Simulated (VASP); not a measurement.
# AlIn3 (I4/mmm) in VASP: notebook, part 2 of 2

VASP 6.6.1. Earlier steps stand in the parts before.

### Step 3. Relaxation of cell and atoms, PBE

This run uses another cell than the first one, of 29.90 Å³/atom, 1.196 times its volume.

Input file INCAR:

```
SYSTEM = AlIn3
PREC = Accurate ; ENCUT = 600
EDIFF = 1E-7 ; ISMEAR = 0
SIGMA = 0.0895 ; LREAL = .False.
LASPH = .True. ; NELM = 100
ALGO = Normal ; ISIF = 3
LWAVE = .False. ; LCHARG = .False.
GGA = PE ; IBRION = 2
NSW = 60 ; EDIFFG = -0.01
```

Input file KPOINTS:

```
Automatic mesh
0
Gamma
  4 4 4
  0 0 0
```

Input file POSCAR:

```
AlIn3
1.0
    0.0000000000      4.9794110000      0.0000000000
    4.9794110000      0.0000000000      0.0000000000
    2.4897060000      2.4897060000     -4.8243330000
Al In
1 3
Direct
    0.0000000000      0.0000000000      0.0000000000
    0.5000000000      0.5000000000      0.0000000000
    0.2500000000      0.7500000000      0.5000000000
    0.7500000000      0.2500000000      0.5000000000
```

Potentials or basis: VASP PAW PBE potentials, release 64 (Al, In_d).

On the command line:

```
cat potpaw_PBE.64/Al/POTCAR potpaw_PBE.64/In_d/POTCAR > POTCAR
mpirun -np 1 vasp_std > vasp.out
```

OUTCAR:

```text
SYSTEM = AlIn3
   PREC = Accurate
   ENCUT = 600
   EDIFF = 1E-7
   ISMEAR = 0
   LREAL = .False.
   LASPH = .True.
   NELM = 100
   ISIF = 3
   GGA = PE
   IBRION = 2
   NSW = 60
   EDIFFG = -0.01

 ion  position               nearest neighbor table
   1  0.000  0.000  0.000-   4 3.47   3 3.47   4 3.47   3 3.47   3 3.47   4 3.47   3 3.47   4 3.47
                             2 3.52   2 3.52   2 3.52   2 3.52
   2  0.500  0.500  0.000-   3 3.47   4 3.47   3 3.47   4 3.47   3 3.47   4 3.47   3 3.47   4 3.47
                             1 3.52   1 3.52   1 3.52   1 3.52
   3  0.250  0.750  0.500-   1 3.47   2 3.47   1 3.47   2 3.47   1 3.47   2 3.47   1 3.47   2 3.47
                             4 3.52   4 3.52   4 3.52   4 3.52
   4  0.750  0.250  0.500-   2 3.47   1 3.47   2 3.47   1 3.47   1 3.47   2 3.47   1 3.47   2 3.47
                             3 3.52   3 3.52   3 3.52   3 3.52

  LATTYP: Found a body centered tetragonal cell.
 ALAT       =     4.9794110000
 C/A-ratio  =     1.9377123118

  Lattice vectors:

 A1 = (  -2.4897060000,   2.4897050000,   4.8243330000)
 A2 = (   2.4897050000,  -2.4897060000,   4.8243330000)
 A3 = (   2.4897060000,   2.4897060000,  -4.8243330000)

Analysis of symmetry for initial positions (statically):
=====================================================================
 Subroutine PRICEL returns:
 Original cell was already a primitive cell.

 Routine SETGRP: Setting up the symmetry group for a
 body centered tetragonal supercell.

 Subroutine GETGRP returns: Found 16 space group operations
 (whereof 16 operations were pure point group operations)
 out of a pool of 16 trial point group operations.

The static configuration has the point symmetry D_4h.

Analysis of symmetry for dynamics (positions and initial velocities):
=====================================================================
 Subroutine PRICEL returns:
 Original cell was already a primitive cell.

 Routine SETGRP: Setting up the symmetry group for a
 body centered tetragonal supercell.

 Subroutine GETGRP returns: Found 16 space group operations
 (whereof 16 operations were pure point group operations)
 out of a pool of 16 trial point group operations.

The dynamic configuration has the point symmetry D_4h.

 Subroutine INISYM returns: Found 16 space group operations
 (whereof 16 operations are pure point group operations),
 and found     1 'primitive' translations

----------------------------------------------------------------------------------------

                                     Primitive cell

  volume of cell :     119.6171

  direct lattice vectors                    reciprocal lattice vectors
     0.000000000  4.979411000  0.000000000     0.000000000  0.200826965  0.103641291
     4.979411000  0.000000000  0.000000000     0.200826965  0.000000000  0.103641291
     2.489706000  2.489706000 -4.824333000     0.000000000  0.000000000 -0.207282540

  length of vectors
     4.979411000  4.979411000  5.972558985     0.225993334  0.225993334  0.207282540

  position of ions in fractional coordinates (direct lattice)
     0.000000000  0.000000000  0.000000000
     0.500000000  0.500000000  0.000000000
     0.250000000  0.750000000  0.500000000
     0.750000000  0.250000000  0.500000000

  ion indices of the primitive-cell ions
   primitive index   ion index
                 1           1
                 2           2
                 3           3
                 4           4

[... 41 lines left out ...]
   k-points           NKPTS =     13   k-points in BZ     NKDIM =     13   number of bands    NBANDS=     25
   number of dos      NEDOS =    301   number of ions     NIONS =      4
   total plane-waves  NPLWV =  76800
   dimension x,y,z NGX =    40 NGY =   40 NGZ =   48
   dimension x,y,z NGXF=    80 NGYF=   80 NGZF=   96
   ions per type =               1   3
   NGX,Y,Z   is equivalent  to a cutoff of  13.35, 13.35, 13.36 a.u.
   NGXF,Y,Z  is equivalent  to a cutoff of  26.71, 26.71, 26.72 a.u.
 SYSTEM =  AlIn3
   PREC   = accura    normal or accurate (medium, high low for compatibility)
   ISTART =      0    job   : 0-new  1-cont  2-samecut
   ICHARG =      2    charge: 1-file 2-atom 10-const
   ISPIN  =      1    spin polarized calculation?
   LNONCOLLINEAR =      F non collinear calculations
   LSORBIT =      F    spin-orbit coupling
   LASPH  =      T    aspherical Exc in radial PAW
   ENCUT  =  600.0 eV  44.10 Ry    6.64 a.u.   9.95  9.95 11.93*2*pi/ulx,y,z
   NELM   =    100;   NELMIN=  2; NELMDL= -5     # of ELM steps
   EDIFF  = 0.1E-06   stopping-criterion for ELM
   LREAL  =      F    real-space projection
   EDIFFG = -.1E-01   stopping-criterion for IOM
   NSW    =     60    number of steps for IOM
   IBRION =      2    ionic relax: 0-MD 1-quasi-New 2-CG
   NFREE  =      1    steps in history (QN), initial steepest desc. (CG)
   ISIF   =      3    stress and relaxation
   ISYM   =      2    0-nonsym 1-usesym 2-fastsym
   POTIM  = 0.5000    time-step for ionic-motion
   TEBEG  =    0.0;   TEEND  =   0.0 temperature during run
   PSTRESS=    0.0 pullay stress
   NELECT =      42.0000    total number of electrons
   NUPDOWN=      -1.0000    fix difference up-down
   EMIN   =  10.00;   EMAX   =-10.00  energy-range for DOS
   EFERMI =   0.00;   METHOD = LEGACY
   ISMEAR =     0;   SIGMA  =   0.09  broadening in eV -4-tet -1-fermi 0-gaus
   EFERMI_NEDOS =   21; number of points for ismear=-14 and -15
   IALGO  =     38    algorithm
   IMIX   =      4    mixing-type and parameters
     AMIX     =   0.40;   BMIX     =  1.00
     AMIX_MAG =   1.60;   BMIX_MAG =  1.00
  volume/ion in A,a.u.               =      29.90       201.80
  Fermi-wavevector in a.u.,A,eV,Ry     =   1.154942  2.182524 18.148690  1.333891
  Thomas-Fermi vector in A             =   2.291575
   LORBIT       =      0    0 simple, 1 ext, 2 COOP (PROOUT), +10 PAW based schemes
   GGA     = PE    functional components
   LHFCALC =     F    Hartree Fock is set to
   AEXX    =    0.0000 exact exchange contribution
   IVDW    =     0    specifies the selected vdW correction
   LEPSILON=     F    determine dielectric tensor
   LRPA    =     F    only Hartree local field effects (RPA)
 conjugate gradient relaxation of ions
 non-spin polarized calculation
 Gauss-broadening in eV      SIGMA  =   0.09
  energy-cutoff  :      600.00
  volume of cell :      119.62
 maximum number of plane-waves:      4012
   NGX = 19   NGY = 19   NGZ = 23

--------------------------------------- Ionic step        1  -------------------------------------------

 number of electron      42.0000008 magnetization

 Free energy of the ion-electron system (eV)
  ---------------------------------------------------
  ext. energy  EPLUGINS =         0.00000000
  ---------------------------------------------------
  free energy    TOTEN  =       -10.57306844 eV

  energy without entropy =      -10.56740027  energy(sigma->0) =      -10.57023435

------------------------ aborting loop because EDIFF is reached ----------------------------------------

  FORCE on cell =-STRESS in cart. coord.  units (eV):
  Direction    XX          YY          ZZ          XY          YZ          ZX
  --------------------------------------------------------------------------------------
  -------------------------------------------------------------------------------------
  Total       -3.7349742     -3.7349742     -3.1126303     -0.0000000      0.0000003      0.0000003
  in kB      -50.0270579    -50.0270579    -41.6912482     -0.0000000      0.0000043      0.0000043
  external PRESSURE =     -47.2484546 kB  Pullay stress =       0.0000000 kB
[... 25 lines left out ...]
--------------------------------------- Ionic step        2  -------------------------------------------

 number of electron      42.0000014 magnetization

 E-fermi :   6.3521     XC(G=0):  -9.8333

 val. band max:        6.3257045084   @ k =   0.5000   0.0000   0.2500
 cond. band min:       6.3773425963   @ k =   0.0000   0.0000   0.0000
 fundamental gap:      0.0516380879
 Fermi energy:         6.3520649080

 k-point     1 :       0.0000    0.0000    0.0000
  band No.  band energies     occupation
      1      -8.1160      2.00000
      2      -8.0429      2.00000
      3      -8.0009      2.00000
      4      -7.9948      2.00000
      5      -7.9948      2.00000
      6      -7.9349      2.00000
[... 504 lines left out ...]
--------------------------------------- Ionic step        6  -------------------------------------------

 number of electron      41.9999989 magnetization

 Free energy of the ion-electron system (eV)
  ---------------------------------------------------
  ext. energy  EPLUGINS =         0.00000000
  ---------------------------------------------------
  free energy    TOTEN  =       -10.91678377 eV

  energy without entropy =      -10.90632031  energy(sigma->0) =      -10.91155204

 E-fermi :   6.8314     XC(G=0): -10.0457

 val. band max:        6.8219045438   @ k =   0.2500   0.0000   0.0000
 cond. band min:       6.9419153201   @ k =   0.0000   0.0000   0.0000
 fundamental gap:      0.1200107763
 Fermi energy:         6.8313794347

 k-point     1 :       0.0000    0.0000    0.0000
  band No.  band energies     occupation
      1      -7.6685      2.00000
      2      -7.5922      2.00000
      3      -7.5404      2.00000
      4      -7.5338      2.00000
      5      -7.5338      2.00000
      6      -7.4646      2.00000
[... 384 lines left out ...]
  FREE ENERGIE OF THE ION-ELECTRON SYSTEM (eV)
  ---------------------------------------------------
  free  energy   TOTEN  =       -10.9167837684 eV

  energy  without entropy=      -10.9063203093  energy(sigma->0) =      -10.91155204

 reached required accuracy - stopping structural energy minimisation
```

OSZICAR:

```text
N       E                     dE             d eps       ncg     rms          rms(c)
DAV:   1     0.351648654115E+03    0.35165E+03   -0.21677E+04   650   0.216E+03
DAV:   2     0.180865941079E+02   -0.33356E+03   -0.33079E+03   666   0.461E+02
DAV:   3    -0.973541239415E+01   -0.27822E+02   -0.27453E+02   783   0.158E+02
[... 62 lines left out ...]
DAV:   3    -0.109167770829E+02    0.17791E-03   -0.23292E-04   937   0.308E-01    0.157E-02
DAV:   4    -0.109167833595E+02   -0.62766E-05   -0.87681E-05   704   0.109E-01    0.137E-02
DAV:   5    -0.109167842119E+02   -0.85239E-06   -0.91408E-06   803   0.420E-02    0.584E-03
DAV:   6    -0.109167838132E+02    0.39870E-06   -0.90817E-07   916   0.175E-02    0.397E-03
DAV:   7    -0.109167837684E+02    0.44753E-07   -0.19908E-07   437   0.705E-03
   6 F= -.10916784E+02 E0= -.10911552E+02  d E =-.232615E-03
```

CONTCAR:

```text
AlIn3
   1.00000000000000
    -0.0000000000000028    4.6807168702623541    0.0000000274617754
     4.6807168702623541   -0.0000000000000028    0.0000000274617753
     2.3403588784200613    2.3403588784200609   -4.5663692807742908
  Al              In
     1     3
Direct
     0.0000000000000000    1.0000000000000000    0.0000000000000000
     0.5000000000000000    0.5000000000000000    0.0000000000000000
     0.2500000000000000    0.7500000000000000    0.5000000000000000
     0.7500000000000000    0.2500000000000000    0.5000000000000000

  0.00000000E+00  0.00000000E+00  0.00000000E+00
  0.00000000E+00  0.00000000E+00  0.00000000E+00
  0.00000000E+00  0.00000000E+00  0.00000000E+00
  0.00000000E+00  0.00000000E+00  0.00000000E+00
```

It took 2.9 min on 1 thread of Intel Xeon Platinum 8375C at 2.90GHz (Ice Lake), shared host; peak memory 0.29 GiB.

Results:

```yaml
Free_energy: -10.9168 eV
Relaxed_volume: 25.01 Å³/atom
Relaxed_cell: a = 4.681 Å, b = 4.681 Å, c = 5.640 Å, α = 65.48°, β = 65.48°, γ = 90.00°
Space_group_after_relaxing_to_0.05_Å: I4/mmm (No. 139)
Energy_gained_by_relaxing: 85.9 meV/atom
Ionic_steps: 6
Pressure_after_relaxing: 0.0 GPa
Band_gap_on_the_k_mesh: zero (band 21 reaches 7.94 eV, above the bottom of band 22 at 5.72 eV)
```

Step by step:
```csv
step,energy change (eV),largest force (eV/Å),pressure (GPa),volume (Å³)
1,0.0000,0.0000,-4.72,119.62
2,-0.3161,0.0000,-1.72,104.99
3,-0.3433,0.0000,-0.17,100.52
4,-0.3435,0.0000,0.00,100.10
5,-0.3437,0.0000,0.02,100.07
6,-0.3437,0.0000,0.02,100.05
```

Final structure:
```cif
data_structure
_symmetry_space_group_name_H-M 'P 1'
_symmetry_Int_Tables_number 1
_cell_length_a 4.6807
_cell_length_b 4.6807
_cell_length_c 5.6397
_cell_angle_alpha 65.482
_cell_angle_beta 65.482
_cell_angle_gamma 90.000
_cell_volume 100.05
loop_
_atom_site_label
_atom_site_type_symbol
_atom_site_fract_x
_atom_site_fract_y
_atom_site_fract_z
_atom_site_occupancy
Al1 Al 0.00000 0.00000 0.00000 1
In1 In 0.50000 0.50000 0.00000 1
In2 In 0.25000 0.75000 0.50000 1
In3 In 0.75000 0.25000 0.50000 1
```

Caveat: the volume moved by over 15 % at a fixed basis, so the end points are rough; spin-orbit coupling is left out, which moves the levels of the heavy elements.
